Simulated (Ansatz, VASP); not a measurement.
**One calculation of Ge, two programs**

The input POSCAR:

```
Ge
1.0
   -2.5572107439      2.5572107439      1.3880337523
    2.5572107439     -2.5572107439      1.3880337523
    2.5572107439      2.5572107439     -1.3880337523
Ge
2
Direct
    0.5000000000      0.5000000000      0.0000000000
    0.2500000000      0.7500000000      0.5000000000
```

The input INCAR.step1:

```
ALGO = Normal
EDIFF = 1E-4
ENCUT = 520
GGA = PE
ISMEAR = -1
LASPH = T
LCHARG = F
LREAL = F
LWAVE = T
NBANDS = 21
NELM = 60
PREC = Accurate
SIGMA = 0.05
```

File INCAR.step2:

```
ALGO = Normal
EDIFF = 1E-6
ENCUT = 520
ISIF = 2
ISMEAR = -1
ISTART = 1
LASPH = T
LCHARG = F
LMIXTAU = T
LREAL = F
LWAVE = F
METAGGA = R2SCAN
NBANDS = 21
NELM = 60
PREC = Accurate
SIGMA = 0.05
```

KPOINTS

```
k-points
0
Gamma
  11 11 11
```

input.yaml

```yaml
crystal:
  lattice:
    - [-2.5572107439, 2.5572107439, 1.3880337523]
    - [2.5572107439, -2.5572107439, 1.3880337523]
    - [2.5572107439, 2.5572107439, -1.3880337523]
  atoms:
    - { symbol: Ge, position: [0.5, 0.5, 0.0] }
    - { symbol: Ge, position: [0.25, 0.75, 0.5] }
hamiltonian:
  xc: r2scan
  pseudopotentials: { kind: paw }
kpoints:
  mp_grid: { grid: [11, 11, 11] }
scf:
  occupations: { method: fermi_dirac, width: 0.05 }
output:
  forces: true
  stress: true
  eigenvalues: true
```

Alike in both runs: task single point; functional r2SCAN; k mesh 11 × 11 × 11; occupations fermi-dirac, width 0.05 eV; no spin polarisation.

```csv
,VASP,Ansatz
version,VASP 6.6.1,Ansatz 0.2.0
potentials or method,"VASP PAW PBE potentials, release 64 (Ge_d)",Ansatz PAW
plane-wave cutoff (eV),520,500
valence electrons in the cell,28,28
```

VASP gave:

| Item | Value |
| --- | --- |
| gap on the k mesh at the Fermi level (eV) | none |
| pressure (GPa) | 2.1 |
| traceless stress, the component that is largest in VASP (GPa) | 0.43 |

**Question.** What did Ansatz give for the same quantities?

**Answer.** gap on the k mesh at the Fermi level (eV): none; pressure (GPa): 2.3; traceless stress, the component that is largest in VASP (GPa): 0.43.

VASP's potentials were made for PBE, not for r2SCAN. A gap of «none» marks a metal or a gap that the smearing closes.
